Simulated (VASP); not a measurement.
# SiC (F-43m) in VASP: vibrations by perturbation theory with PBE

Aim: the vibrations by perturbation theory of SiC with PBE.

All numbers are computed with VASP 6.6.1; they aren't measurements. Logs are shortened: lines on timing, memory, paths and dates and some standing lists are left out, and cuts for length are marked.

### Step 1. The cell of the first run

The structure is cubic, space group F-43m (No. 216). The conventional cell has a = 4.380 Å, b = 4.380 Å, c = 4.380 Å, α = 90.00°, β = 90.00°, γ = 90.00°. Within 2.5 Å of Si (site symmetry -43m) lie 4 C at 1.90 Å. C (site symmetry -43m) has 4 Si at 1.90 Å within 2.5 Å.

### Step 2. Vibrations by perturbation theory, PBE

Contents of INCAR:

```
  PREC = Accurate
  ENCUT = 600
  EDIFF = 1E-8
  ISMEAR = 0
  SIGMA = 0.01
  LREAL = F
  LASPH = T
  NELM = 120
  ALGO = Normal
  ISIF = 2
  LWAVE = F
  LCHARG = T
  GGA = PE
  NBANDS = 11
  IBRION = 8
  NSW = 1
  GGA_COMPAT = F
```

Contents of KPOINTS:

```
Automatic mesh
0
Gamma
  10 10 10
```

Contents of POSCAR:

```
SiC
1.0
    0.0000000000      2.1898721326      2.1898721326
    2.1898721326      0.0000000000      2.1898721326
    2.1898721326      2.1898721326      0.0000000000
Si C
1 1
Direct
    0.0000000000      0.0000000000      0.0000000000
    0.2500000000      0.2500000000      0.2500000000
```

Potentials or basis: VASP PAW PBE potentials, release 64 (Si, C).

The run is started by

```bash
$ cat potpaw_PBE.64/Si/POTCAR potpaw_PBE.64/C/POTCAR > POTCAR
$ mpirun -np 1 vasp_std > vasp.out
```

OUTCAR:

```text
PREC = Accurate
   ENCUT = 600
   EDIFF = 1E-8
   ISMEAR = 0
   LREAL = F
   LASPH = T
   NELM = 120
   ISIF = 2
   GGA = PE
   IBRION = 8
   NSW = 1

 ion  position               nearest neighbor table
   1  0.000  0.000  0.000-   2 1.90   2 1.90   2 1.90   2 1.90
   2  0.250  0.250  0.250-   1 1.90   1 1.90   1 1.90   1 1.90

  LATTYP: Found a face centered cubic cell.
 ALAT       =     4.3797442652

  Lattice vectors:

 A1 = (   0.0000000000,   2.1898721326,   2.1898721326)
 A2 = (   2.1898721326,   0.0000000000,   2.1898721326)
 A3 = (   2.1898721326,   2.1898721326,   0.0000000000)

Analysis of symmetry for initial positions (statically):
=====================================================================
 Subroutine PRICEL returns:
 Original cell was already a primitive cell.

 Routine SETGRP: Setting up the symmetry group for a
 face centered cubic supercell.

 Subroutine GETGRP returns: Found 24 space group operations
 (whereof 24 operations were pure point group operations)
 out of a pool of 48 trial point group operations.

The static configuration has the point symmetry T_d .

Analysis of symmetry for dynamics (positions and initial velocities):
=====================================================================
 Subroutine PRICEL returns:
 Original cell was already a primitive cell.

 Routine SETGRP: Setting up the symmetry group for a
 face centered cubic supercell.

 Subroutine GETGRP returns: Found 24 space group operations
 (whereof 24 operations were pure point group operations)
 out of a pool of 48 trial point group operations.

The dynamic configuration has the point symmetry T_d .

 Subroutine INISYM returns: Found 24 space group operations
 (whereof 24 operations are pure point group operations),
 and found     1 'primitive' translations

----------------------------------------------------------------------------------------

                                     Primitive cell

  volume of cell :      21.0032

  direct lattice vectors                    reciprocal lattice vectors
     0.000000000  2.189872133  2.189872133    -0.228323833  0.228323833  0.228323833
     2.189872133  0.000000000  2.189872133     0.228323833 -0.228323833  0.228323833
     2.189872133  2.189872133  0.000000000     0.228323833  0.228323833 -0.228323833

  length of vectors
     3.096946870  3.096946870  3.096946870     0.395468480  0.395468480  0.395468480

  position of ions in fractional coordinates (direct lattice)
     0.000000000  0.000000000  0.000000000
     0.250000000  0.250000000  0.250000000

  ion indices of the primitive-cell ions
   primitive index   ion index
                 1           1
                 2           2

----------------------------------------------------------------------------------------

 KPOINTS: Automatic mesh

Automatic generation of k-mesh.
 Grid dimensions read from file:
 generate k-points for:   10   10   10

 Generating k-lattice:

  Cartesian coordinates                     Fractional coordinates (reciprocal lattice)
    -0.022832383  0.022832383  0.022832383     0.100000000  0.000000000  0.000000000
     0.022832383 -0.022832383  0.022832383     0.000000000  0.100000000  0.000000000
     0.022832383  0.022832383 -0.022832383     0.000000000  0.000000000  0.100000000

  Length of vectors
     0.039546848  0.039546848  0.039546848

  Shift w.r.t. Gamma in fractional coordinates (k-lattice)
     0.000000000  0.000000000  0.000000000

 Subroutine IBZKPT returns following result:
 ===========================================

 Found     47 irreducible k-points:
[... 80 lines left out ...]
  volume of cell :       21.00
 maximum number of plane-waves:       725
 NGX is ok and might be reduce to    28
   NGX = 13   NGY = 13   NGZ = 13

--------------------------------------- Ionic step        1  -------------------------------------------

 number of electron       8.0000000 magnetization

 Free energy of the ion-electron system (eV)
  ---------------------------------------------------
  ext. energy  EPLUGINS =         0.00000000
  ---------------------------------------------------
  free energy    TOTEN  =       -15.06218781 eV

  energy without entropy =      -15.06218781  energy(sigma->0) =      -15.06218781

 E-fermi :   8.0336     XC(G=0): -11.2910

 val. band max:        7.9395498275   @ k =   0.0000   0.0000   0.0000
 cond. band min:       9.3107242028   @ k =   0.5000   0.5000   0.0000
 fundamental gap:      1.3711743752
 Fermi energy:         8.0336180800

 k-point     1 :       0.0000    0.0000    0.0000
  band No.  band energies     occupation
      1      -7.3468      2.00000
      2       7.9395      2.00000
      3       7.9395      2.00000
      4       7.9395      2.00000
      5      13.9983      0.00000
      6      15.1446      0.00000
      7      15.1446      0.00000
      8      15.1446      0.00000
      9      22.3600      0.00000
     10      22.3600      0.00000
     11      24.1903      0.00000
[... 309 lines left out ...]
 k-point    24 :       0.4000    0.3000    0.0000
  band No.  band energies     occupation
      1      -4.2453      2.00000
      2       2.3763      2.00000
      3       4.8185      2.00000
      4       5.3386      2.00000
      5      10.7985      0.00000
      6      13.5028      0.00000
      7      19.4019      0.00000
      8      19.7306      0.00000
      9      21.5329      0.00000
     10      25.8800      0.00000
     11      28.9670      0.00000

 [... further k-points ...]

------------------------ aborting loop because EDIFF is reached ----------------------------------------

  FORCE on cell =-STRESS in cart. coord.  units (eV):
  Direction    XX          YY          ZZ          XY          YZ          ZX
  --------------------------------------------------------------------------------------
  -------------------------------------------------------------------------------------
  Total       -0.0245474     -0.0245474     -0.0245474      0.0000000      0.0000000     -0.0000000
  in kB       -1.8725339     -1.8725339     -1.8725339      0.0000000      0.0000000     -0.0000000
  external PRESSURE =      -1.8725339 kB  Pullay stress =       0.0000000 kB

 VOLUME and BASIS-vectors are now :
 -----------------------------------------------------------------------------
  energy-cutoff  :      600.00
  volume of cell :       21.00
      direct lattice vectors                 reciprocal lattice vectors
     0.000000000  2.189872133  2.189872133    -0.228323833  0.228323833  0.228323833
     2.189872133  0.000000000  2.189872133     0.228323833 -0.228323833  0.228323833
     2.189872133  2.189872133  0.000000000     0.228323833  0.228323833 -0.228323833

 POSITION                                       TOTAL-FORCE (eV/Angst)
 -----------------------------------------------------------------------------------
      0.00000      0.00000      0.00000        -0.000000      0.000000      0.000000
      1.09494      1.09494      1.09494         0.000000     -0.000000     -0.000000
 -----------------------------------------------------------------------------------
    total drift:                               -0.000000     -0.000000     -0.000000

  FREE ENERGIE OF THE ION-ELECTRON SYSTEM (eV)
  ---------------------------------------------------
  free  energy   TOTEN  =       -15.0621878072 eV

  energy  without entropy=      -15.0621878072  energy(sigma->0) =      -15.06218781

[... ionic steps 2 to 3 ...]

--------------------------------------- Ionic step        4  -------------------------------------------

------------------------ aborting loop because EDIFF is reached ----------------------------------------

[... ionic steps 5 to 6 ...]

--------------------------------------- Ionic step        7  -------------------------------------------

 Free energy of the ion-electron system (eV)
  ---------------------------------------------------
  ---------------------------------------------------
  free energy    TOTEN  =        -0.12467582 eV

  energy without entropy =       -0.12467582

------------------------ aborting loop because EDIFF is reached ----------------------------------------

 INTERNAL STRAIN TENSOR  FOR ION    2  DIRECTION 1   (eV/Angst):
 -----------------------------------------------------------------------------
    -0.00780  0.00000  0.00000
     0.00000  0.00334 -7.50326
     0.00000 -7.50326  0.00334

 INTERNAL STRAIN TENSOR FOR ION    2 for displacements in x,y,z  (eV/Angst):
          X           Y           Z          XY          YZ          ZX
  --------------------------------------------------------------------------------
  x     0.00000     0.00000     0.00000     0.00000    -7.50326     0.00000
  y     0.00000     0.00000     0.00000     0.00000     0.00000    -7.50326
  z     0.00000     0.00000     0.00000    -7.50326     0.00000     0.00000

 SECOND DERIVATIVES (NOT SYMMETRIZED)
 ------------------------------------
               1X          1Y          1Z          2X          2Y          2Z
  1X   -18.569284    0.000000    0.000000   18.569284    0.000000    0.000000
  1Y     0.000000  -18.569284    0.000000    0.000000   18.569284    0.000000
  1Z     0.000000    0.000000  -18.569284    0.000000    0.000000   18.569284
  2X    18.569652    0.000000    0.000000  -18.569652    0.000000    0.000000
  2Y     0.000000   18.569652    0.000000    0.000000  -18.569652    0.000000
  2Z     0.000000    0.000000   18.569652    0.000000    0.000000  -18.569652

 Eigenvectors and eigenvalues of the dynamical matrix
 ----------------------------------------------------

   1 f  =   23.226034 THz   145.933472 2PiTHz  774.737085 cm-1    96.055113 meV
             X         Y         Z           dx          dy          dz
      0.000000  0.000000  0.000000    -0.000000    0.547313    0.000000
      1.094936  1.094936  1.094936     0.000000   -0.836928    0.000000
[... 21 lines left out ...]
   6 f/i=    0.000106 THz     0.000663 2PiTHz    0.003521 cm-1     0.000437 meV
             X         Y         Z           dx          dy          dz
      0.000000  0.000000  0.000000    -0.002093   -0.324481   -0.771463
      1.094936  1.094936  1.094936    -0.001369   -0.212196   -0.504503

--------------------------------------------------------------------------------------------------------

 ELASTIC MODULI CONTR FROM IONIC RELAXATION (kBar)
 Direction    XX          YY          ZZ          XY          YZ          ZX
 --------------------------------------------------------------------------------
 XX          -0.0000     -0.0000     -0.0000      0.0000      0.0000      0.0000
 YY          -0.0000     -0.0000     -0.0000      0.0000      0.0000      0.0000
 ZZ          -0.0000     -0.0000     -0.0000      0.0000      0.0000      0.0000
 XY           0.0000      0.0000      0.0000   -210.0866      0.0000      0.0000
 YZ           0.0000      0.0000      0.0000      0.0000   -210.0866      0.0000
 ZX           0.0000      0.0000      0.0000      0.0000      0.0000   -210.0866
 --------------------------------------------------------------------------------
```

Wall time 4.3 min (1 thread of Intel Xeon 8259CL, shared host); peak memory 0.25 GiB.

Results:

* Highest phonon frequency at Γ, LO-TO splitting left out: 775 cm⁻¹

Phonon frequencies in cm⁻¹ (negative: imaginary):
| q point | frequencies |
| --- | --- |
| (0.000, 0.000, 0.000) | 0 0 0 775 775 775 |
